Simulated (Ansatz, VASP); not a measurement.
## LiPd2N3: VASP beside Ansatz

```xyz
6
Lattice="3.6769 0.0000 0.0000 0.0000 3.6769 0.0000 0.0000 0.0000 5.1698" Properties=species:S:1:pos:R:3 pbc="T T T"
Li    1.8384    1.8384    2.5849
Pd    0.0000    0.0000    1.2883
Pd    0.0000    0.0000    3.8814
N     0.0000    1.8384    0.0000
N     1.8384    0.0000    0.0000
N     1.8384    1.8384    0.0000
```

Alike in both runs: functional PBE; k mesh 6 × 6 × 4; occupations gaussian, width 0.1 eV; no spin polarisation.

Ansatz relaxed the structure, and its values are those at the end. VASP's run is a single point on that final structure, the one shown.

```csv
,VASP,Ansatz
version,VASP 6.6.1,Ansatz 0.2.0
potentials or method,"VASP PAW PBE potentials, release 64 (Li_sv, Pd, N), cutoff 520 eV","scalar-relativistic, plane waves, PAW"
valence electrons in the cell,38,54
```

|  | VASP | Ansatz | Ansatz less VASP |
| --- | --- | --- | --- |
| gap on the k mesh at the Fermi level (eV) | none | none | - |
| rms of the force components (eV/Å) | 0.009 | 0.005 | -0.0040 |

A gap of «none» marks a metal or a gap that the smearing closes. VASP's potentials hold 38 valence electrons a cell and Ansatz's 54, so a difference there can come from the potentials and not from the codes.

Noted on VASP's run: the cutoff is under 1.25 times that of the potentials, so the pressure is a little rough.
